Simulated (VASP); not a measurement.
# MgC18 in VASP: single point with PBE

Aim: the single point of MgC18 with PBE.

Everything below comes from runs of VASP 6.6.1. Logs are shortened: lines on timing, memory, paths and dates and some standing lists are left out, and cuts for length are marked.

### 1 The cell of the first run

The cell holds a slab with vacuum, 19 atoms: a = 7.398 Å, b = 7.398 Å, c = 11.000 Å, α = 90.00°, β = 90.00°, γ = 120.00°.

### 2 Single point, PBE

INCAR reads:

```
SYSTEM = MgC18
ALGO = Normal
EDIFF = 1E-6
ENCUT = 520
GGA = PE
ISIF = 2
ISMEAR = 0
LASPH = .True.
LCHARG = .False.
LREAL = Auto
LWAVE = .False.
NBANDS = 52
NELM = 80
PREC = Accurate
SIGMA = 0.05
```

KPOINTS reads:

```
k-points
0
Gamma
  2 2 1
  0 0 0
```

POSCAR reads:

```
MgC18
1.0
    7.3980000000      0.0000000000      0.0000000000
   -3.6990000000      6.4068560000      0.0000000000
    0.0000000000      0.0000000000     11.0000000000
C Mg
18 1
Direct
   -0.0014167621      0.0018358459      0.0812083636
    0.2211667760      0.1114395267      0.0812171818
   -0.0014189329      0.3351475357      0.0812888182
    0.2211630934      0.4447538699      0.0812464545
   -0.0014191548      0.6684852914      0.0812071818
    0.2211696790      0.7780974007      0.0812760909
    0.3319188370      0.0018333485      0.0812037273
    0.5545009006      0.1114281326      0.0812111818
    0.3318985772      0.3351534668      0.0811730000
    0.5544901017      0.4447593328      0.0811740909
    0.3319126498      0.6684846671      0.0812202727
    0.5544927378      0.7780933425      0.0811729091
    0.6652531722      0.0018291343      0.0812379091
    0.8878358519      0.1114310982      0.0812111818
    0.6652533692      0.3351469114      0.0811957273
    0.8878360392      0.4447507483      0.0812140000
    0.6652435154      0.6684891935      0.0811769091
    0.8878338024      0.7780947473      0.0811906364
    0.7106873519      0.5007275019      0.4609018182
```

Potentials or basis: VASP PAW PBE potentials, release 64 (C, Mg).

Run with:

```
$ cat potpaw_PBE.64/C/POTCAR potpaw_PBE.64/Mg/POTCAR > POTCAR
$ mpirun -np 1 vasp_std > vasp.out
```

OUTCAR:

```text
SYSTEM = MgC18
   EDIFF = 1E-6
   ENCUT = 520
   GGA = PE
   ISIF = 2
   ISMEAR = 0
   LASPH = .True.
   LREAL = Auto
   NELM = 80
   PREC = Accurate

 ion  position               nearest neighbor table
   1  0.999  0.002  0.081-  14 1.41   2 1.43  18 1.43
   2  0.221  0.111  0.081-   7 1.41   1 1.43   9 1.43
   3  0.999  0.335  0.081-  16 1.41   4 1.43  14 1.43
   4  0.221  0.445  0.081-   9 1.41   3 1.43  11 1.43
   5  0.999  0.668  0.081-  18 1.41   6 1.43  16 1.43
   6  0.221  0.778  0.081-  11 1.41   5 1.43   7 1.43
[... 10 lines left out ...]
  17  0.665  0.668  0.081-  12 1.41  18 1.43  10 1.43
  18  0.888  0.778  0.081-   5 1.41  17 1.43   1 1.43
  19  0.711  0.501  0.461-

  LATTYP: Found a hexagonal cell.
 ALAT       =     7.3980000000
 C/A-ratio  =     1.4868883482

  Lattice vectors:

 A1 = (   7.3980000000,   0.0000000000,   0.0000000000)
 A2 = (  -3.6990000000,   6.4068560000,   0.0000000000)
 A3 = (   0.0000000000,   0.0000000000,  11.0000000000)

Analysis of symmetry for initial positions (statically):
=====================================================================
 Subroutine PRICEL returns:
 Original cell was already a primitive cell.

 Routine SETGRP: Setting up the symmetry group for a
 hexagonal supercell.

 Subroutine GETGRP returns: Found  1 space group operations
 (whereof  1 operations were pure point group operations)
 out of a pool of 24 trial point group operations.

The static configuration has the point symmetry C_1 .

Analysis of symmetry for dynamics (positions and initial velocities):
=====================================================================
 Subroutine PRICEL returns:
 Original cell was already a primitive cell.

 Routine SETGRP: Setting up the symmetry group for a
 hexagonal supercell.

 Subroutine GETGRP returns: Found  1 space group operations
 (whereof  1 operations were pure point group operations)
 out of a pool of 24 trial point group operations.

The dynamic configuration has the point symmetry C_1 .

 Subroutine INISYM returns: Found  1 space group operations
 (whereof  1 operations are pure point group operations),
 and found     1 'primitive' translations

----------------------------------------------------------------------------------------

[... 108 lines left out ...]
   NSW    =      0    number of steps for IOM
   IBRION =     -1    ionic relax: 0-MD 1-quasi-New 2-CG
   NFREE  =      0    steps in history (QN), initial steepest desc. (CG)
   ISIF   =      2    stress and relaxation
   ISYM   =      2    0-nonsym 1-usesym 2-fastsym
   POTIM  = 0.5000    time-step for ionic-motion
   TEBEG  =    0.0;   TEEND  =   0.0 temperature during run
   PSTRESS=    0.0 pullay stress
   NELECT =      74.0000    total number of electrons
   NUPDOWN=      -1.0000    fix difference up-down
   EMIN   =  10.00;   EMAX   =-10.00  energy-range for DOS
   EFERMI =   0.00;   METHOD = LEGACY
   ISMEAR =     0;   SIGMA  =   0.05  broadening in eV -4-tet -1-fermi 0-gaus
   EFERMI_NEDOS =   21; number of points for ismear=-14 and -15
   IALGO  =     38    algorithm
   IMIX   =      4    mixing-type and parameters
     AMIX     =   0.40;   BMIX     =  1.00
     AMIX_MAG =   1.60;   BMIX_MAG =  1.00
  volume/ion in A,a.u.               =      27.44       185.18
  Fermi-wavevector in a.u.,A,eV,Ry     =   0.853955  1.613740  9.921890  0.729238
  Thomas-Fermi vector in A             =   1.970477
   LORBIT       =      0    0 simple, 1 ext, 2 COOP (PROOUT), +10 PAW based schemes
   GGA     = PE    functional components
   LHFCALC =     F    Hartree Fock is set to
   AEXX    =    0.0000 exact exchange contribution
   IVDW    =     0    specifies the selected vdW correction
   LEPSILON=     F    determine dielectric tensor
   LRPA    =     F    only Hartree local field effects (RPA)
 non-spin polarized calculation
 Gauss-broadening in eV      SIGMA  =   0.05
  energy-cutoff  :      520.00
  volume of cell :      521.38
 maximum number of plane-waves:     14099
 NGX is ok and might be reduce to    56
   NGX = 27   NGY = 27   NGZ = 41

 number of electron      74.0000003 magnetization

 Free energy of the ion-electron system (eV)
  ---------------------------------------------------
  ext. energy  EPLUGINS =         0.00000000
  ---------------------------------------------------
  free energy    TOTEN  =      -165.63821470 eV

  energy without entropy =     -165.63606180  energy(sigma->0) =     -165.63713825

 E-fermi :  -1.1935     XC(G=0):  -4.8754

 val. band max:       -1.2729942042   @ k =   0.0000   0.0000   0.0000
 cond. band min:      -1.1141758636   @ k =   0.0000   0.0000   0.0000
 fundamental gap:      0.1588183406
 Fermi energy:        -1.1935308667

 k-point     1 :       0.0000    0.0000    0.0000
  band No.  band energies     occupation
      1     -20.7145      2.00000
      2     -18.1343      2.00000
      3     -18.1341      2.00000
      4     -18.1298      2.00000
      5     -18.1296      2.00000
      6     -18.1277      2.00000
[... 197 lines left out ...]
     48       3.7603      0.00000
     49       3.8723      0.00000
 [bands above 49 left out]

------------------------ aborting loop because EDIFF is reached ----------------------------------------

  FORCE on cell =-STRESS in cart. coord.  units (eV):
  Direction    XX          YY          ZZ          XY          YZ          ZX
  --------------------------------------------------------------------------------------
  -------------------------------------------------------------------------------------
  Total       -1.9894184      5.0260720     -0.2531399      2.9780558      0.0042359      0.0044415
  in kB       -6.1134270     15.4449788     -0.7778919      9.1514823      0.0130168      0.0136487
  external PRESSURE =       2.8512200 kB  Pullay stress =       0.0000000 kB

 VOLUME and BASIS-vectors are now :
 -----------------------------------------------------------------------------
  energy-cutoff  :      520.00
  volume of cell :      521.38
      direct lattice vectors                 reciprocal lattice vectors
     7.398000000  0.000000000  0.000000000     0.135171668  0.078041398  0.000000000
    -3.699000000  6.406856000  0.000000000     0.000000000  0.156082796  0.000000000
     0.000000000  0.000000000 11.000000000     0.000000000  0.000000000  0.090909091

 POSITION                                       TOTAL-FORCE (eV/Angst)
 -----------------------------------------------------------------------------------
      7.38073      0.01176      0.89329        -0.000727     -0.004279      0.000929
      1.22398      0.71398      0.89339         0.001788     -0.002748     -0.000069
      6.14779      2.14724      0.89418         0.002075     -0.000901     -0.006089
     -0.00898      2.84947      0.89371        -0.001222      0.011045     -0.005289
      4.91477      4.28289      0.89328         0.005070     -0.000548      0.000041
     -1.24197      4.98516      0.89404         0.009348      0.001343     -0.012114
[... 11 lines left out ...]
      3.69002      4.98514      0.89310         0.001811      0.006722      0.004332
      3.40547      3.20809      5.06992         0.000818      0.000921      0.002496
 -----------------------------------------------------------------------------------
    total drift:                               -0.009300     -0.002214     -0.048794

  FREE ENERGIE OF THE ION-ELECTRON SYSTEM (eV)
  ---------------------------------------------------
  free  energy   TOTEN  =      -165.6382147013 eV

  energy  without entropy=     -165.6360618042  energy(sigma->0) =     -165.63713825
```

OSZICAR:

```text
N       E                     dE             d eps       ncg     rms          rms(c)
DAV:   1     0.558201431194E+03    0.55820E+03   -0.30018E+04   424   0.114E+03
DAV:   2    -0.898383868051E+02   -0.64804E+03   -0.62487E+03   640   0.266E+02
DAV:   3    -0.179680782815E+03   -0.89842E+02   -0.89429E+02   480   0.102E+02
[... 11 lines left out ...]
DAV:  15    -0.165638232104E+03    0.53509E-04   -0.87386E-05   444   0.229E-02    0.850E-03
DAV:  16    -0.165638220397E+03    0.11707E-04   -0.17187E-05   416   0.104E-02    0.523E-03
DAV:  17    -0.165638217213E+03    0.31839E-05   -0.36828E-06   412   0.600E-03    0.315E-03
DAV:  18    -0.165638215382E+03    0.18311E-05   -0.18056E-06   312   0.422E-03    0.137E-03
DAV:  19    -0.165638214701E+03    0.68035E-06   -0.59760E-07   312   0.220E-03
   1 F= -.16563821E+03 E0= -.16563714E+03  d E =-.215290E-02
```

Wall time 7.4 min (1 thread of AMD EPYC 7R13, shared host); peak memory 0.53 GiB.

Results:

```
Free energy            : -165.6382 eV
Largest force          : 0.015 eV/Å
Band gap on the k mesh : 0.16 eV, direct
```

Forces on the atoms (eV/Å):
```
C   -0.001 -0.004  0.001
C    0.002 -0.003  0.000
C    0.002 -0.001 -0.006
C   -0.001  0.011 -0.005
C    0.005 -0.001  0.000
C    0.009  0.001 -0.012
C    0.000 -0.015  0.004
C    0.001 -0.003 -0.001
C    0.002 -0.001  0.005
C   -0.001  0.003 -0.001
C   -0.010  0.005  0.000
C   -0.003  0.005  0.001
C   -0.006 -0.008 -0.004
C    0.009  0.002  0.009
C   -0.009 -0.003  0.000
C    0.003  0.007  0.003
C   -0.003 -0.003 -0.001
C    0.002  0.007  0.004
Mg   0.001  0.001  0.002
```

Caveat: the k points lie up to 0.49 Å⁻¹ apart.
